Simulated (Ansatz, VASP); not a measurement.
Al: VASP beside Ansatz

File INCAR:

```
SYSTEM = Al
ALGO = Fast
EDIFF = 1E-6
ENCUT = 520
GGA = PE
ISIF = 2
ISMEAR = 0
IVDW = 12
LASPH = .TRUE.
LCHARG = .FALSE.
LREAL = .FALSE.
LWAVE = .FALSE.
NBANDS = 8
NELM = 100
PREC = Accurate
SIGMA = 0.15
```

The input KPOINTS:

```
k-points
0
G
  22 22 22
  0 0 0
```

POSCAR

```
Al
1.0
    0.0000000000      1.9053034874      2.0582993574
    1.9053034874      0.0000000000      2.0582993574
    1.9053034874      1.9053034874      0.0000000000
Al
1
Direct
    0.0000000000      0.0000000000      0.0000000000
```

Input for Ansatz:

```yaml
crystal:
  lattice:
    - [0.0, 1.9053034874, 2.0582993574]
    - [1.9053034874, 0.0, 2.0582993574]
    - [1.9053034874, 1.9053034874, 0.0]
  atoms:
    - { symbol: Al, position: [0.0, 0.0, 0.0] }
basis:
  ecutwfc: 420
kpoints:
  mp_grid: { grid: [22, 22, 22] }
hamiltonian:
  xc: pbe
  pseudopotentials: { kind: paw, azcp: { folder: soft_1 } }
  dispersion: d3bj
scf:
  occupations: { method: gaussian, width: 0.15 }
output:
  forces: true
  stress: true
  eigenvalues: true
```

Alike in both runs: task single point; functional PBE; dispersion D3(BJ); k mesh 22 × 22 × 22; occupations gaussian, width 0.15 eV; no spin polarisation.

|  | VASP | Ansatz |
| --- | --- | --- |
| version | VASP 6.6.1 | Ansatz 0.2.0 |
| potentials or method | VASP PAW PBE potentials, release 64 (Al), cutoff 520 eV | scalar-relativistic, plane waves, PAW |
| valence electrons in the cell | 3 | 3 |

|  | VASP | Ansatz | Ansatz less VASP |
| --- | --- | --- | --- |
| gap on the k mesh at the Fermi level (eV) | none | none | - |
| pressure (GPa) | 6.0 | 6.0 | 0.00 |
| traceless stress, the component that is largest in VASP (GPa) | -4.52 | -4.52 | 0.000 |

A gap of «none» marks a metal or a gap that the smearing closes.
